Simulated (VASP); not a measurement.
Input of a VASP 6.6.1 run:

The input INCAR:

```
SYSTEM = BeSeO4
PREC     = Accurate       ! precision mode
ENCUT    = 520            ! plane-wave cutoff, eV
EDIFF    = 1E-6           ! SCF threshold, eV
ISMEAR   = 0              ! smearing method
SIGMA    = 0.1            ! smearing width, eV
LREAL    = .False.        ! projectors in reciprocal space
LASPH    = .True.         ! aspherical terms in the spheres
NELM     = 60             ! most SCF steps
ALGO     = Normal         ! electronic algorithm
ISIF     = 2              ! what is computed and relaxed
LWAVE    = .False.        ! write WAVECAR
LCHARG   = .False.        ! write CHGCAR
GGA      = PE             ! functional
NBANDS   = 44             ! bands
```

Contents of KPOINTS:

```
regular mesh
0
Gamma
  6 6 2
  0 0 0
```

The input POSCAR:

```
BeSeO4
1.0
    5.3186627000      0.0000000000      0.0000000000
   -2.6593313000      4.6060970000      0.0000000000
    0.0000000000      0.0000000000      8.6802249000
Be Se O
2 2 8
Direct
    0.6666667000      0.3333333000      0.0775050000
    0.3333333000      0.6666667000      0.5775050000
    0.6666667000      0.3333333000      0.4524460000
    0.3333333000      0.6666667000      0.9524460000
    0.6666667000      0.3333333000      0.2642940000
    0.5005690000      0.0011380000      0.0148790000
    0.5005690000      0.4994310000      0.0148790000
    0.9988620000      0.4994310000      0.0148790000
    0.0011380000      0.5005690000      0.5148790000
    0.4994310000      0.5005690000      0.5148790000
    0.4994310000      0.9988620000      0.5148790000
    0.3333333000      0.6666667000      0.7642940000
```

Potentials or basis: VASP PAW PBE potentials, release 64 (Be, Se, O).

Run with:

```bash
$ cat potpaw_PBE.64/Be/POTCAR potpaw_PBE.64/Se/POTCAR potpaw_PBE.64/O/POTCAR > POTCAR
$ mpirun -np 1 vasp_std > vasp.out
```

Q: Estimate the pressure.

A: 0.8 GPa.

Q: What does it give for the band gap on the k mesh?

A: 3.46 eV.

Forces on the atoms (eV/Å):
```
Be   0.000  0.000 -0.003
Be   0.000  0.000 -0.003
Se   0.000  0.000  0.006
Se   0.000  0.000  0.006
O    0.000  0.000 -0.278
O    0.000  0.260  0.092
O    0.225 -0.130  0.092
O   -0.225 -0.130  0.092
O    0.225  0.130  0.092
O   -0.225  0.130  0.092
O    0.000 -0.260  0.092
O    0.000  0.000 -0.278
```

A k mesh can miss the band edges.
